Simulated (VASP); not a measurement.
# BaZrS3 (Pnma) in VASP: single point with PBEsol

Aim: the single point of BaZrS3 with PBEsol.

All numbers are computed with VASP 6.6.1; they aren't measurements. Logs are shortened: lines on timing, memory, paths and dates and some standing lists are left out, and cuts for length are marked.

## Step 1: The cell of the first run

Symmetry: Pnma, No. 62, orthorhombic system. The conventional cell has a = 7.075 Å, b = 9.909 Å, c = 6.922 Å, α = 90.00°, β = 90.00°, γ = 90.00°. Within 4.4 Å of Ba (site symmetry m) lie 12 S at 3.12 to 4.29 Å and 6 Zr at 4.01 to 4.34 Å. Zr (site symmetry -1) has 6 S at 2.52 to 2.54 Å within 3.3 Å. S (site symmetry m) has 2 Zr at 2.52 Å and 2 Ba at 3.12 to 3.16 Å within 3.3 Å. Within 3.4 Å of S (site symmetry 1) lie 2 Zr at 2.53 to 2.54 Å and 3 Ba at 3.14 to 3.38 Å.

## Step 2: Single point, PBEsol

File INCAR:

```
SYSTEM = BaZrS3
PREC     = Accurate       ! precision mode
ENCUT    = 500            ! plane-wave cutoff, eV
EDIFF    = 1E-6           ! SCF threshold, eV
ISMEAR   = 0              ! smearing method
SIGMA    = 0.02           ! smearing width, eV
LREAL    = .FALSE.        ! projectors in reciprocal space
LASPH    = .TRUE.         ! aspherical terms in the spheres
NELM     = 120            ! most SCF steps
ALGO     = Normal         ! electronic algorithm
ISIF     = 2              ! what is computed and relaxed
LWAVE    = .FALSE.        ! write WAVECAR
LCHARG   = .FALSE.        ! write CHGCAR
GGA      = PS             ! functional
NBANDS   = 96             ! bands
GGA_COMPAT= .FALSE.      
KPAR     = 4
```

File KPOINTS:

```
Automatic mesh
0
G
  4 4 4
  0 0 0
```

File POSCAR:

```
BaZrS3
1.0
    7.0747409222      0.0000000000      0.0000000000
    0.0000000000      9.9094859546      0.0000000000
    0.0000000000      0.0000000000      6.9222617420
Ba Zr S
4 4 12
Direct
    0.0543369362      0.2500000000      0.0122818922
    0.4456630638      0.7500000000      0.5122818922
    0.5543369362      0.2500000000      0.4877181078
    0.9456630638      0.7500000000      0.9877181078
    0.0000000000      0.0000000000      0.5000000000
    0.5000000000      0.0000000000      0.0000000000
    0.5000000000      0.5000000000      0.0000000000
    0.0000000000      0.5000000000      0.5000000000
    0.9942568682      0.2500000000      0.5654489729
    0.5057431318      0.7500000000      0.0654489729
    0.4942568682      0.2500000000      0.9345510271
    0.0057431318      0.7500000000      0.4345510271
    0.2080227398      0.9656019035      0.7924847968
    0.2919772602      0.0343980965      0.2924847968
    0.7080227398      0.5343980965      0.7075152032
    0.7919772602      0.4656019035      0.2075152032
    0.7919772602      0.0343980965      0.2075152032
    0.7080227398      0.9656019035      0.7075152032
    0.2919772602      0.4656019035      0.2924847968
    0.2080227398      0.5343980965      0.7924847968
```

Potentials or basis: VASP PAW PBE potentials, release 64 (Ba_sv, Zr_sv, S).

Started as:

```console
$ cat potpaw_PBE.64/Ba_sv/POTCAR potpaw_PBE.64/Zr_sv/POTCAR potpaw_PBE.64/S/POTCAR > POTCAR
$ mpirun -np 4 vasp_std > vasp.out
```

OUTCAR:

```text
SYSTEM = BaZrS3
   PREC = Accurate
   ENCUT = 500
   EDIFF = 1E-6
   ISMEAR = 0
   LREAL = .FALSE.
   LASPH = .TRUE.
   NELM = 120
   ISIF = 2
   GGA = PS

 ion  position               nearest neighbor table
   1  0.054  0.250  0.012-   9 3.12  16 3.14  17 3.14  11 3.16  14 3.34  19 3.34  13 3.38  20 3.38
                             6 4.01   7 4.01   5 4.21   8 4.21
   2  0.446  0.750  0.512-  10 3.12  15 3.14  18 3.14  12 3.16  13 3.34  20 3.34  19 3.38  14 3.38
                             5 4.01   8 4.01   7 4.21   6 4.21
   3  0.554  0.250  0.488-  11 3.12  14 3.14  19 3.14   9 3.16  17 3.34  16 3.34  18 3.38  15 3.38
                             5 4.01   8 4.01   7 4.21   6 4.21
   4  0.946  0.750  0.988-  12 3.12  13 3.14  20 3.14  10 3.16  18 3.34  15 3.34  16 3.38  17 3.38
                             6 4.01   7 4.01   5 4.21   8 4.21
   5  0.000  0.000  0.500-   9 2.52  12 2.52  13 2.53  17 2.53  14 2.54  18 2.54   2 4.01   3 4.01
                             1 4.21   4 4.21
   6  0.500  0.000  0.000-  10 2.52  11 2.52  14 2.53  18 2.53  17 2.54  13 2.54   1 4.01   4 4.01
                             3 4.21   2 4.21
   7  0.500  0.500  0.000-  10 2.52  11 2.52  15 2.53  19 2.53  16 2.54  20 2.54   1 4.01   4 4.01
                             3 4.21   2 4.21
   8  0.000  0.500  0.500-   9 2.52  12 2.52  16 2.53  20 2.53  19 2.54  15 2.54   2 4.01   3 4.01
                             1 4.21   4 4.21
   9  0.994  0.250  0.565-   5 2.52   8 2.52   1 3.12   3 3.16
  10  0.506  0.750  0.065-   6 2.52   7 2.52   2 3.12   4 3.16
  11  0.494  0.250  0.935-   6 2.52   7 2.52   3 3.12   1 3.16
  12  0.006  0.750  0.435-   5 2.52   8 2.52   4 3.12   2 3.16
  13  0.208  0.966  0.792-   5 2.53   6 2.54   4 3.14   2 3.34   1 3.38
  14  0.292  0.034  0.292-   6 2.53   5 2.54   3 3.14   1 3.34   2 3.38
  15  0.708  0.534  0.708-   7 2.53   8 2.54   2 3.14   4 3.34   3 3.38
  16  0.792  0.466  0.208-   8 2.53   7 2.54   1 3.14   3 3.34   4 3.38
  17  0.792  0.034  0.208-   5 2.53   6 2.54   1 3.14   3 3.34   4 3.38
  18  0.708  0.966  0.708-   6 2.53   5 2.54   2 3.14   4 3.34   3 3.38
  19  0.292  0.466  0.292-   7 2.53   8 2.54   3 3.14   1 3.34   2 3.38
  20  0.208  0.534  0.792-   8 2.53   7 2.54   4 3.14   2 3.34   1 3.38

  LATTYP: Found a simple orthorhombic cell.
 ALAT       =     6.9222617420
 B/A-ratio  =     1.0220273642
 C/A-ratio  =     1.4315387548

  Lattice vectors:

 A1 = (   0.0000000000,   0.0000000000,   6.9222617420)
 A2 = (   7.0747409222,   0.0000000000,   0.0000000000)
 A3 = (   0.0000000000,   9.9094859546,   0.0000000000)

Analysis of symmetry for initial positions (statically):
=====================================================================
 Subroutine PRICEL returns:
 Original cell was already a primitive cell.

 Routine SETGRP: Setting up the symmetry group for a
 simple orthorhombic supercell.

[... 169 lines left out ...]
   EMIN   =  10.00;   EMAX   =-10.00  energy-range for DOS
   EFERMI =   0.00;   METHOD = LEGACY
   ISMEAR =     0;   SIGMA  =   0.02  broadening in eV -4-tet -1-fermi 0-gaus
   EFERMI_NEDOS =   21; number of points for ismear=-14 and -15
   IALGO  =     38    algorithm
   IMIX   =      4    mixing-type and parameters
     AMIX     =   0.40;   BMIX     =  1.00
     AMIX_MAG =   1.60;   BMIX_MAG =  1.00
  volume/ion in A,a.u.               =      24.26       163.75
  Fermi-wavevector in a.u.,A,eV,Ry     =   1.130954  2.137193 17.402625  1.279057
  Thomas-Fermi vector in A             =   2.267652
   LORBIT       =      0    0 simple, 1 ext, 2 COOP (PROOUT), +10 PAW based schemes
   GGA     = PS    functional components
   LHFCALC =     F    Hartree Fock is set to
   AEXX    =    0.0000 exact exchange contribution
   IVDW    =     0    specifies the selected vdW correction
   LEPSILON=     F    determine dielectric tensor
   LRPA    =     F    only Hartree local field effects (RPA)
 non-spin polarized calculation
 Gauss-broadening in eV      SIGMA  =   0.02
  energy-cutoff  :      500.00
  volume of cell :      485.30
 maximum number of plane-waves:     12364
 NGX is ok and might be reduce to    54
   NGX = 25   NGY = 37   NGZ = 25

 number of electron     159.9999990 magnetization

 Free energy of the ion-electron system (eV)
  ---------------------------------------------------
  ext. energy  EPLUGINS =         0.00000000
  ---------------------------------------------------
  free energy    TOTEN  =      -134.92446924 eV

  energy without entropy =     -134.92446924  energy(sigma->0) =     -134.92446924

 E-fermi :   4.1026     XC(G=0):  -9.8120

 val. band max:        3.8975180630   @ k =   0.0000   0.0000   0.0000
 cond. band min:       4.8215428313   @ k =   0.0000   0.0000   0.0000
 fundamental gap:      0.9240247683
 Fermi energy:         4.1025690501

 k-point     1 :       0.0000    0.0000    0.0000
  band No.  band energies     occupation
      1     -44.7660      2.00000
      2     -44.7657      2.00000
      3     -44.7655      2.00000
      4     -44.7652      2.00000
      5     -22.8821      2.00000
      6     -22.8776      2.00000
[... 2269 lines left out ...]
     91       7.1685      0.00000
     92       7.1685      0.00000

 [... further k-points ...]

 [bands above 92 left out]

------------------------ aborting loop because EDIFF is reached ----------------------------------------

  FORCE on cell =-STRESS in cart. coord.  units (eV):
  Direction    XX          YY          ZZ          XY          YZ          ZX
  --------------------------------------------------------------------------------------
  -------------------------------------------------------------------------------------
  Total        1.4468205      1.4429693      1.4179380      0.0000000      0.0000000      0.0000000
  in kB        4.7765635      4.7638490      4.6812103      0.0000000      0.0000000      0.0000000
  external PRESSURE =       4.7405410 kB  Pullay stress =       0.0000000 kB

 VOLUME and BASIS-vectors are now :
 -----------------------------------------------------------------------------
  energy-cutoff  :      500.00
  volume of cell :      485.30
      direct lattice vectors                 reciprocal lattice vectors
     7.074740922  0.000000000  0.000000000     0.141347932  0.000000000  0.000000000
     0.000000000  9.909485955  0.000000000     0.000000000  0.100913408  0.000000000
     0.000000000  0.000000000  6.922261742     0.000000000  0.000000000  0.144461455

 POSITION                                       TOTAL-FORCE (eV/Angst)
 -----------------------------------------------------------------------------------
      0.38442      2.47737      0.08502        -0.013665      0.000000      0.004738
      3.15295      7.43211      3.54615         0.013665      0.000000      0.004738
      3.92179      2.47737      3.37611        -0.013665      0.000000     -0.004738
      6.69032      7.43211      6.83724         0.013665      0.000000     -0.004738
      0.00000      0.00000      3.46113         0.000000      0.000000     -0.000000
      3.53737      0.00000      0.00000         0.000000      0.000000     -0.000000
[... 12 lines left out ...]
      2.06566      4.61388      2.02466        -0.021678      0.022185     -0.011794
      1.47171      5.29561      5.48579         0.021678     -0.022185     -0.011794
 -----------------------------------------------------------------------------------
    total drift:                               -0.000000      0.000000     -0.000000

  FREE ENERGIE OF THE ION-ELECTRON SYSTEM (eV)
  ---------------------------------------------------
  free  energy   TOTEN  =      -134.9244692374 eV

  energy  without entropy=     -134.9244692374  energy(sigma->0) =     -134.92446924
```

stdout:

```text
POSCAR found type information on POSCAR BaZrS
 POSCAR found :  3 types and      20 ions
 scaLAPACK will be used
 -----------------------------------------------------------------------------
|                                                                             |
|                                                                             |
|     You have a (more or less) 'large supercell' and for larger cells it     |
|     might be more efficient to use real-space projection operators.         |
|     Therefore, try LREAL= Auto in the INCAR file.                           |
|     Mind: For very accurate calculation, you might also keep the            |
|     reciprocal projection scheme (i.e. LREAL=.FALSE.).                      |
|                                                                             |
 -----------------------------------------------------------------------------

 -----------------------------------------------------------------------------
|                                                                             |
|                                                                             |
|     You enforced a specific xc type in the INCAR file but a different       |
|     I HOPE YOU KNOW WHAT YOU ARE DOING!                                     |
|                                                                             |
 -----------------------------------------------------------------------------

 LDA part: xc-table for (Slater+PW92), standard interpolation
 POSCAR, INCAR and KPOINTS ok, starting setup
 FFT: planning ... GRIDC
 FFT: planning ... GRID_SOFT
 FFT: planning ... GRID
 WAVECAR not read
 entering main loop
```

Wall time 7.3 min (4 MPI ranks of Intel Xeon Platinum 8375C at 2.90GHz (Ice Lake), shared host); peak memory 1 GiB.

What came out:

* Free energy: -134.9245 eV
* Pressure: 0.5 GPa
* Largest force: 0.044 eV/Å
* Band gap on the k mesh: 0.92 eV

Forces in eV/Å, atoms in the order of the input:
```
Ba  -0.014  0.000  0.005
Ba   0.014  0.000  0.005
Ba  -0.014  0.000 -0.005
Ba   0.014  0.000 -0.005
Zr   0.000  0.000  0.000
Zr   0.000  0.000  0.000
Zr   0.000  0.000  0.000
Zr   0.000  0.000  0.000
S    0.033  0.000 -0.029
S   -0.033  0.000 -0.029
S    0.033  0.000  0.029
S   -0.033  0.000  0.029
S    0.022  0.022 -0.012
S   -0.022 -0.022 -0.012
S    0.022 -0.022  0.012
S   -0.022  0.022  0.012
S   -0.022 -0.022  0.012
S    0.022  0.022  0.012
S   -0.022  0.022 -0.012
S    0.022 -0.022 -0.012
```

Caveat: the PAW data sets were made with another functional, which shifts forces and pressure a little; spin-orbit coupling is left out, which moves the levels of the heavy elements. A k mesh can miss the band edges.
